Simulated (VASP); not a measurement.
# CaO (I4mm) in VASP: a series of runs

The runs below take CaO through single point, with PBE.

Everything below comes from runs of VASP 6.6.1. Logs are shortened: lines on timing, memory, paths and dates and some standing lists are left out, and cuts for length are marked.

## 1. The cell of the first run

The structure is tetragonal, space group I4mm (No. 107). The conventional cell has a = 3.463 Å, b = 3.463 Å, c = 4.898 Å, α = 90.00°, β = 90.00°, γ = 90.00°. Ca (site symmetry 4mm) has 6 O at 2.14 to 2.76 Å within 2.8 Å. O (site symmetry 4mm) has 6 Ca at 2.14 to 2.76 Å within 2.8 Å.

## 2. Single point, PBE (all Ca atoms moved +0.312 Å, as atom 1 along Cartesian [1 0 0])

File INCAR:

```
  ALGO = Normal
  EDIFF = 1E-6
  ENCUT = 520
  GGA = PE
  ISIF = 2
  ISMEAR = 0
  LASPH = T
  LCHARG = F
  LREAL = F
  LWAVE = F
  NBANDS = 15
  NELM = 80
  PREC = Accurate
  SIGMA = 0.05
```

File KPOINTS:

```
k-points
0
Gamma
  8 8 8
```

File POSCAR:

```
CaO
1.0
    0.0000000000      2.4490000000      2.4490000000
    2.4490000000      0.0000000000      2.4490000000
    2.4490000000      2.4490000000      0.0000000000
Ca O
1 1
Direct
   -0.0638015517      0.0638015517      0.0638015517
    0.5000000000      0.5000000000      0.5000000000
```

Potentials or basis: VASP PAW PBE potentials, release 64 (Ca_sv, O).

Started as:

```bash
cat potpaw_PBE.64/Ca_sv/POTCAR potpaw_PBE.64/O/POTCAR > POTCAR
mpirun -np 1 vasp_std > vasp.out
```

OUTCAR:

```text
EDIFF = 1E-6
   ENCUT = 520
   GGA = PE
   ISIF = 2
   ISMEAR = 0
   LASPH = T
   LREAL = F
   NELM = 80
   PREC = Accurate

 ion  position               nearest neighbor table
   1  0.936  0.064  0.064-   2 2.14   2 2.47   2 2.47   2 2.47   2 2.47
   2  0.500  0.500  0.500-   1 2.14   1 2.47   1 2.47   1 2.47   1 2.47

  LATTYP: Found a face centered cubic cell.
 ALAT       =     4.8980000000

  Lattice vectors:

 A1 = (   0.0000000000,   2.4490000000,   2.4490000000)
 A2 = (   2.4490000000,   0.0000000000,   2.4490000000)
 A3 = (   2.4490000000,   2.4490000000,   0.0000000000)

Analysis of symmetry for initial positions (statically):
=====================================================================
 Subroutine PRICEL returns:
 Original cell was already a primitive cell.

 Routine SETGRP: Setting up the symmetry group for a
 face centered cubic supercell.

 Subroutine GETGRP returns: Found  8 space group operations
 (whereof  8 operations were pure point group operations)
 out of a pool of 48 trial point group operations.

The static configuration has the point symmetry C_4v.

Analysis of symmetry for dynamics (positions and initial velocities):
=====================================================================
 Subroutine PRICEL returns:
 Original cell was already a primitive cell.

 Routine SETGRP: Setting up the symmetry group for a
 face centered cubic supercell.

 Subroutine GETGRP returns: Found  8 space group operations
 (whereof  8 operations were pure point group operations)
 out of a pool of 48 trial point group operations.

The dynamic configuration has the point symmetry C_4v.

 Subroutine INISYM returns: Found  8 space group operations
 (whereof  8 operations are pure point group operations),
 and found     1 'primitive' translations

----------------------------------------------------------------------------------------

                                     Primitive cell

  volume of cell :      29.3762

  direct lattice vectors                    reciprocal lattice vectors
     0.000000000  2.449000000  2.449000000    -0.204164965  0.204164965  0.204164965
     2.449000000  0.000000000  2.449000000     0.204164965 -0.204164965  0.204164965
     2.449000000  2.449000000  0.000000000     0.204164965  0.204164965 -0.204164965

  length of vectors
     3.463409014  3.463409014  3.463409014     0.353624093  0.353624093  0.353624093

  position of ions in fractional coordinates (direct lattice)
     0.936198448  0.063801552  0.063801552
     0.500000000  0.500000000  0.500000000

  ion indices of the primitive-cell ions
   primitive index   ion index
                 1           1
                 2           2

----------------------------------------------------------------------------------------

 KPOINTS: k-points

Automatic generation of k-mesh.
 Grid dimensions read from file:
 generate k-points for:    8    8    8

 Generating k-lattice:

  Cartesian coordinates                     Fractional coordinates (reciprocal lattice)
    -0.025520621  0.025520621  0.025520621     0.125000000  0.000000000  0.000000000
     0.025520621 -0.025520621  0.025520621     0.000000000  0.125000000  0.000000000
     0.025520621  0.025520621 -0.025520621     0.000000000  0.000000000  0.125000000

  Length of vectors
     0.044203012  0.044203012  0.044203012

  Shift w.r.t. Gamma in fractional coordinates (k-lattice)
     0.000000000  0.000000000  0.000000000

 Subroutine IBZKPT returns following result:
 ===========================================

 Found     59 irreducible k-points:

 Following reciprocal coordinates:
            Coordinates               Weight
  0.000000  0.000000  0.000000      1.000000
  0.125000  0.000000  0.000000      8.000000
  0.250000  0.000000  0.000000      8.000000
  0.375000  0.000000  0.000000      8.000000
  0.500000  0.000000  0.000000      4.000000
  0.125000  0.125000  0.000000      4.000000
[... 16 lines left out ...]
  0.000000  0.375000  0.250000      8.000000
  0.500000  0.250000  0.000000     16.000000
 [... further k-points ...]
   k-points           NKPTS =     59   k-points in BZ     NKDIM =     59   number of bands    NBANDS=     15
   number of dos      NEDOS =    301   number of ions     NIONS =      2
   total plane-waves  NPLWV =  21952
   dimension x,y,z NGX =    28 NGY =   28 NGZ =   28
   dimension x,y,z NGXF=    56 NGYF=   56 NGZF=   56
   ions per type =               1   1
   NGX,Y,Z   is equivalent  to a cutoff of  13.44, 13.44, 13.44 a.u.
   NGXF,Y,Z  is equivalent  to a cutoff of  26.88, 26.88, 26.88 a.u.
 SYSTEM =  unknown system
   PREC   = accura    normal or accurate (medium, high low for compatibility)
   ISTART =      0    job   : 0-new  1-cont  2-samecut
   ICHARG =      2    charge: 1-file 2-atom 10-const
   ISPIN  =      1    spin polarized calculation?
   LNONCOLLINEAR =      F non collinear calculations
   LSORBIT =      F    spin-orbit coupling
   LASPH  =      T    aspherical Exc in radial PAW
   ENCUT  =  520.0 eV  38.22 Ry    6.18 a.u.   6.44  6.44  6.44*2*pi/ulx,y,z
   NELM   =     80;   NELMIN=  2; NELMDL= -5     # of ELM steps
   EDIFF  = 0.1E-05   stopping-criterion for ELM
   LREAL  =      F    real-space projection
   EDIFFG = 0.1E-04   stopping-criterion for IOM
   NSW    =      0    number of steps for IOM
   IBRION =     -1    ionic relax: 0-MD 1-quasi-New 2-CG
   NFREE  =      0    steps in history (QN), initial steepest desc. (CG)
   ISIF   =      2    stress and relaxation
   ISYM   =      2    0-nonsym 1-usesym 2-fastsym
   POTIM  = 0.5000    time-step for ionic-motion
   TEBEG  =    0.0;   TEEND  =   0.0 temperature during run
   PSTRESS=    0.0 pullay stress
   NELECT =      16.0000    total number of electrons
   NUPDOWN=      -1.0000    fix difference up-down
   EMIN   =  10.00;   EMAX   =-10.00  energy-range for DOS
   EFERMI =   0.00;   METHOD = LEGACY
   ISMEAR =     0;   SIGMA  =   0.05  broadening in eV -4-tet -1-fermi 0-gaus
   EFERMI_NEDOS =   21; number of points for ismear=-14 and -15
   IALGO  =     38    algorithm
   IMIX   =      4    mixing-type and parameters
     AMIX     =   0.40;   BMIX     =  1.00
     AMIX_MAG =   1.60;   BMIX_MAG =  1.00
  volume/ion in A,a.u.               =      14.69        99.12
  Fermi-wavevector in a.u.,A,eV,Ry     =   1.336953  2.526474 24.319632  1.787443
  Thomas-Fermi vector in A             =   2.465539
   LORBIT       =      0    0 simple, 1 ext, 2 COOP (PROOUT), +10 PAW based schemes
   GGA     = PE    functional components
   LHFCALC =     F    Hartree Fock is set to
   AEXX    =    0.0000 exact exchange contribution
   IVDW    =     0    specifies the selected vdW correction
   LEPSILON=     F    determine dielectric tensor
   LRPA    =     F    only Hartree local field effects (RPA)
 non-spin polarized calculation
 Gauss-broadening in eV      SIGMA  =   0.05
  energy-cutoff  :      520.00
  volume of cell :       29.38
 maximum number of plane-waves:       817
 NGX is ok and might be reduce to    28
   NGX = 13   NGY = 13   NGZ = 13

 number of electron      16.0000003 magnetization

 Free energy of the ion-electron system (eV)
  ---------------------------------------------------
  ext. energy  EPLUGINS =         0.00000000
  ---------------------------------------------------
  free energy    TOTEN  =       -12.64245696 eV

  energy without entropy =      -12.64245696  energy(sigma->0) =      -12.64245696

 E-fermi :   2.1597     XC(G=0): -10.1687

 val. band max:        1.8076232351   @ k =   0.1250   0.1250   0.0000
 cond. band min:       5.7184130649   @ k =   0.0000   0.5000   0.5000
 fundamental gap:      3.9107898298
 Fermi energy:         2.1596612653

 k-point     1 :       0.0000    0.0000    0.0000
  band No.  band energies     occupation
      1     -35.7222      2.00000
      2     -16.6345      2.00000
      3     -16.5306      2.00000
      4     -16.5306      2.00000
      5     -13.3415      2.00000
      6       1.7711      2.00000
      7       1.7713      2.00000
      8       1.7713      2.00000
      9       6.2222      0.00000
     10       8.2022      0.00000
     11       8.5513      0.00000
     12       8.5513      0.00000
     13       9.6067      0.00000
     14      10.2157      0.00000
     15      16.6120      0.00000

 k-point     2 :       0.1250    0.0000    0.0000
  band No.  band energies     occupation
      1     -35.7102      2.00000
      2     -16.7748      2.00000
      3     -16.5603      2.00000
      4     -16.5386      2.00000
      5     -13.1720      2.00000
      6       1.2346      2.00000
      7       1.6357      2.00000
      8       1.7379      2.00000
      9       6.8462      0.00000
     10       8.1586      0.00000
     11       8.6335      0.00000
     12       8.6436      0.00000
     13      10.0141      0.00000
     14      10.5794      0.00000
     15      17.1567      0.00000

 k-point     3 :       0.2500    0.0000    0.0000
  band No.  band energies     occupation
      1     -35.6812      2.00000
      2     -17.1106      2.00000
      3     -16.5825      2.00000
      4     -16.5577      2.00000
      5     -12.8130      2.00000
      6       0.4152      2.00000
      7       1.3256      2.00000
      8       1.4206      2.00000
      9       7.8681      0.00000
     10       8.4913      0.00000
     11       9.1026      0.00000
     12       9.1143      0.00000
     13      10.8151      0.00000
     14      11.3202      0.00000
     15      17.3894      0.00000
[... 343 lines left out ...]
 k-point    23 :       0.0000    0.3750    0.2500
  band No.  band energies     occupation
      1     -35.6438      2.00000
      2     -17.2305      2.00000
      3     -16.6783      2.00000
      4     -16.6581      2.00000
      5     -12.7605      2.00000
      6       0.3519      2.00000
      7       1.3670      2.00000
      8       1.4817      2.00000
      9       6.6637      0.00000
     10       8.7728      0.00000
     11      10.4387      0.00000
     12      10.4462      0.00000
     13      10.7076      0.00000
     14      12.4205      0.00000
     15      17.6116      0.00000

 k-point    24 :       0.5000    0.2500    0.0000
  band No.  band energies     occupation
      1     -35.6278      2.00000
      2     -17.2438      2.00000
      3     -16.7813      2.00000
      4     -16.6703      2.00000
      5     -12.6951      2.00000
      6       0.2362      2.00000
      7       0.8548      2.00000
      8       1.3202      2.00000
      9       7.4291      0.00000
     10       9.6186      0.00000
     11      10.2611      0.00000
     12      10.6774      0.00000
     13      11.6240      0.00000
     14      13.0418      0.00000
     15      15.4732      0.00000

 [... further k-points ...]

------------------------ aborting loop because EDIFF is reached ----------------------------------------

  FORCE on cell =-STRESS in cart. coord.  units (eV):
  Direction    XX          YY          ZZ          XY          YZ          ZX
  --------------------------------------------------------------------------------------
  -------------------------------------------------------------------------------------
  Total        1.5937880     -0.6943037     -0.6943037      0.0000000      0.0000000      0.0000000
  in kB       86.9250193    -37.8672441    -37.8672441      0.0000000      0.0000000      0.0000000
  external PRESSURE =       3.7301770 kB  Pullay stress =       0.0000000 kB

 VOLUME and BASIS-vectors are now :
 -----------------------------------------------------------------------------
  energy-cutoff  :      520.00
  volume of cell :       29.38
      direct lattice vectors                 reciprocal lattice vectors
     0.000000000  2.449000000  2.449000000    -0.204164965  0.204164965  0.204164965
     2.449000000  0.000000000  2.449000000     0.204164965 -0.204164965  0.204164965
     2.449000000  2.449000000  0.000000000     0.204164965  0.204164965 -0.204164965

 POSITION                                       TOTAL-FORCE (eV/Angst)
 -----------------------------------------------------------------------------------
      0.31250      2.44900      2.44900        -1.249372      0.000000      0.000000
      2.44900      2.44900      2.44900         1.249372      0.000000      0.000000
 -----------------------------------------------------------------------------------
    total drift:                                0.000080      0.000000      0.000000

  FREE ENERGIE OF THE ION-ELECTRON SYSTEM (eV)
  ---------------------------------------------------
  free  energy   TOTEN  =       -12.6424569620 eV

  energy  without entropy=      -12.6424569620  energy(sigma->0) =      -12.64245696
```

Wall time 13 s (1 thread of AMD EPYC 9R45 (Zen 5), shared host); peak memory 0.14 GiB.

Results:

| Item | Value |
| --- | --- |
| Free energy | -12.6425 eV |
| Pressure | 0.4 GPa |
| Largest force | 1.249 eV/Å |
| Band gap on the k mesh | 3.91 eV, indirect (least direct gap 4.12 eV) |

Forces on the atoms (eV/Å):
```
Ca  -1.249  0.000  0.000
O    1.249  0.000  0.000
```

Stress tensor (GPa, compression positive):
```
 8.69  0.00  0.00
 0.00 -3.79  0.00
 0.00  0.00 -3.79
```

Caveat: the cell differs from its parent crystal (all Ca atoms moved +0.312 Å, as atom 1 along Cartesian [1 0 0]); forces of over 1 eV/Å act on the atoms, so gaps and moduli don't describe the material at rest. A k mesh can miss the band edges.

## 3. Single point, PBE (all Ca atoms moved +0.188 Å, as atom 1 along Cartesian [1 0 0])

File INCAR:

```
PREC     = Accurate       # precision mode
ENCUT    = 520            # plane-wave cutoff, eV
EDIFF    = 1E-6           # SCF threshold, eV
ISMEAR   = 0              # smearing method
SIGMA    = 0.05           # smearing width, eV
LREAL    = F              # projectors in reciprocal space
LASPH    = T              # aspherical terms in the spheres
NELM     = 60             # most SCF steps
ALGO     = Normal         # electronic algorithm
ISIF     = 2              # what is computed and relaxed
LWAVE    = F              # write WAVECAR
LCHARG   = T              # write CHGCAR
GGA      = PE             # functional
LELF     = T              # ELF
LVHAR    = T            
NBANDS   = 15             # bands
```

File KPOINTS:

```
regular mesh
0
Gamma
  8 8 8
```

Edit POSCAR of step 2 so:

```diff
@@ -8,3 +8,3 @@
 Direct
-   -0.0638015517      0.0638015517      0.0638015517
+   -0.0382809310      0.0382809310      0.0382809310
     0.5000000000      0.5000000000      0.5000000000
```

Potentials or basis: VASP PAW PBE potentials, release 64 (Ca_sv, O).

Started as:

```bash
cat potpaw_PBE.64/Ca_sv/POTCAR potpaw_PBE.64/O/POTCAR > POTCAR
mpirun -np 1 vasp_std > vasp.out
```

It took 13 s on 1 thread of AMD EPYC 9R45 (Zen 5), shared host; peak memory 0.14 GiB.

Results (log left out):

| Item | Value |
| --- | --- |
| Free energy | -12.7498 eV |
| Pressure | -2.2 GPa |
| Largest force | 0.540 eV/Å |
| Band gap on the k mesh | 3.76 eV, indirect (least direct gap 4.06 eV) |

Forces in eV/Å, atoms in the order of the input:
```
Ca  -0.540  0.000  0.000
O    0.540  0.000  0.000
```

Stress tensor (GPa, compression positive):
```
 0.62  0.00  0.00
 0.00 -3.68  0.00
 0.00  0.00 -3.68
```

Levels at points of the mesh, in eV from the valence-band top:
```csv
k point,band 4,band 5,band 6,band 7,band 8,band 9,band 10,band 11,band 12,band 13
"(0.00, 0.00, 0.00)",-18.54,-15.32,-0.01,0.00,0.00,4.34,6.21,6.34,6.34,7.62
"(0.50, 0.00, 0.00)",-18.59,-14.34,-2.41,-1.00,-0.98,6.85,7.77,8.20,8.43,9.93
"(0.50, 0.50, 0.00)",-18.73,-15.06,-1.24,-0.47,-0.30,4.00,7.67,8.77,9.28,9.28
"(0.00, 0.50, 0.50)",-18.73,-15.03,-1.17,-0.30,-0.30,3.76,7.60,8.71,9.28,9.28
```

Caveat: the cell differs from its parent crystal (all Ca atoms moved +0.188 Å, as atom 1 along Cartesian [1 0 0]). A k mesh can miss the band edges.
